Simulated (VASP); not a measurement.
The system is Ge.

```xyz
2
Lattice="0.0000 2.8844 2.8844 2.8844 0.0000 2.8844 2.8844 2.8844 0.0000" Properties=species:S:1:pos:R:3 pbc="T T T"
Ge    4.3266    4.3266    4.3266
Ge    2.8844    2.8844    2.8844
```

Base run:

```yaml
Program: VASP 6.6.1
Functional: revPBE
Dispersion: D4
Potentials_or_basis: VASP PAW PBE potentials, release 64 (Ge_d)
Cutoff: 520 eV
k_mesh: 8 × 8 × 8
Occupations: fermi-dirac, width 0.05 eV
Spin: no spin polarisation
```

Its results: band gap on the k mesh zero (filled and empty bands touch); pressure -2.7 GPa.

Q: The run is repeated on the same cell with these changes: functional from revPBE to BLYP. What comes out?

A: Band gap on the k mesh zero (band 14 reaches 4.86 eV, above the bottom of band 15 at 4.85 eV); pressure -0.7 GPa.

Caveats: the PAW data sets were made with another functional, which shifts forces and pressure a little; pairwise dispersion overbinds metals, which lowers pressure and volume.
